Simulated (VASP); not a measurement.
Here is a VASP 6.6.1 calculation.

Contents of INCAR:

```
  PREC = Accurate
  ENCUT = 520
  EDIFF = 1E-8
  ISMEAR = -1
  SIGMA = 0.05
  LREAL = False
  LASPH = True
  NELM = 80
  ALGO = Normal
  ISIF = 2
  LWAVE = False
  LCHARG = False
  GGA = PE
  LEFG = True
  NBANDS = 15
```

The input KPOINTS:

```
regular mesh
0
Gamma
  15 15 9
```

The input POSCAR:

```
Os
1.0
    2.6877503439      0.0000000000      0.0000000000
   -1.3438751720      2.3276600768      0.0000000000
    0.0000000000      0.0000000000      4.2464705989
Os
2
Direct
    0.3333333333      0.6666666667      0.2500000000
    0.6666666667      0.3333333333      0.7500000000
```

Potentials or basis: VASP PAW PBE potentials, release 64 (Os).

The run is started by

```bash
$ cat potpaw_PBE.64/Os/POTCAR > POTCAR
$ mpirun -np 1 vasp_std > vasp.out
```

**Question.** What does it give for the band gap on the k mesh?

**Answer.** Zero (bands 8 and 9 overlap by 4.15 eV).

**Question.** Estimate the pressure.

**Answer.** 34.7 GPa.

Electric field gradients, principal values (V/Å²):
```csv
atom,least,middle,greatest (by size)
1 Os,42.849,42.849,-85.698
2 Os,42.849,42.849,-85.698
```

Caveat: the cell stands under pressure; without QUAD_EFG the Cq values of the log hold for a quadrupole moment of 1 mb, not for the nuclei; spin-orbit coupling is left out, which moves the levels of the heavy elements.
